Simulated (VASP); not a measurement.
# AlN: single point with PBEsol

Crystal: AlN.

```
Al N
1.0
     3.38455    0.00000    0.00000
    -1.69228    2.81703    0.00000
     0.00000    0.00000    4.19447
Al N
2 2
Direct
  0.33169 0.66337 0.75000
  0.66831 0.33663 0.25000
  0.32612 0.65225 0.25000
  0.67388 0.34775 0.75000
```

This cell differs from its parent crystal: strained and its atoms moved.

| Item | Value |
| --- | --- |
| Program | VASP 6.6.1 |
| Task | single point |
| Functional | PBEsol |
| Potentials or basis | VASP PAW PBE potentials, release 64 (Al, N) |
| Cutoff | 520 eV |
| k mesh | 9 × 9 × 6 |
| Occupations | gaussian, width 0.02 eV |
| Spin | no spin polarisation |

```json
{
 "Pressure": "-4.8 GPa",
 "Largest force": "0.324 eV/Å",
 "Band gap on the k mesh": "3.15 eV, direct"
}
```

Forces in eV/Å, atoms in the order of the input:
```
Al   0.000  0.140  0.000
Al   0.000 -0.140  0.000
N    0.000  0.324  0.000
N    0.000 -0.324  0.000
```

Stress tensor (GPa, compression positive):
```
-5.77  0.00  0.00
 0.00 -3.32  0.00
 0.00  0.00 -5.28
```

Levels at points of the mesh, in eV from the valence-band top:
```tsv
k point	band 5	band 6	band 7	band 8	band 9	band 10	band 11	band 12
(0.00, 0.00, 0.00)	-3.01	-1.64	-1.52	0.00	3.15	4.25	7.66	8.65
(0.00, 0.00, 0.50)	-2.63	-2.63	-2.28	-2.28	5.52	5.52	8.11	8.11
```

Wall time 110 s on 1 thread of AMD EPYC 7R13, with other jobs on the host, peak memory 0.16 GiB.

Caveat: the cell differs from its parent crystal (strained and its atoms moved); the PAW data sets were made with another functional, which shifts forces and pressure a little. A k mesh can miss the band edges.
